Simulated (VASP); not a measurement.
A run of VASP 6.6.1 is set up as follows.

Contents of INCAR:

```
PREC     = Accurate       # precision mode
ENCUT    = 520            # plane-wave cutoff, eV
EDIFF    = 1E-6           # SCF threshold, eV
ISMEAR   = -1             # smearing method
SIGMA    = 0.02           # smearing width, eV
LREAL    = False          # projectors in reciprocal space
LASPH    = True           # aspherical terms in the spheres
NELM     = 80             # most SCF steps
ALGO     = Normal         # electronic algorithm
ISIF     = 2              # what is computed and relaxed
LWAVE    = False          # write WAVECAR
LCHARG   = False          # write CHGCAR
GGA      = PS             # functional
NBANDS   = 16             # bands
```

KPOINTS

```
regular mesh
0
Gamma
  7 7 7
```

Contents of POSCAR:

```
CdS
1.0
    0.0000000000      2.9624437910      2.9624437910
    2.9624437910      0.0000000000      2.9624437910
    2.9624437910      2.9624437910      0.0000000000
Cd S
1 1
Direct
    0.0000000000      0.0000000000      0.0000000000
    0.7500000000      0.7500000000      0.7500000000
```

Potentials or basis: VASP PAW PBE potentials, release 64 (Cd, S).

The run is started by

```console
$ cat potpaw_PBE.64/Cd/POTCAR potpaw_PBE.64/S/POTCAR > POTCAR
$ mpirun -np 1 vasp_std > vasp.out
```

(1) Estimate the band gap on the k mesh.

(2) Estimate the pressure.

Answers

(1) 0.91 eV, direct.

(2) -2.5 GPa.

Caveat: the PAW data sets were made with another functional, which shifts forces and pressure a little.
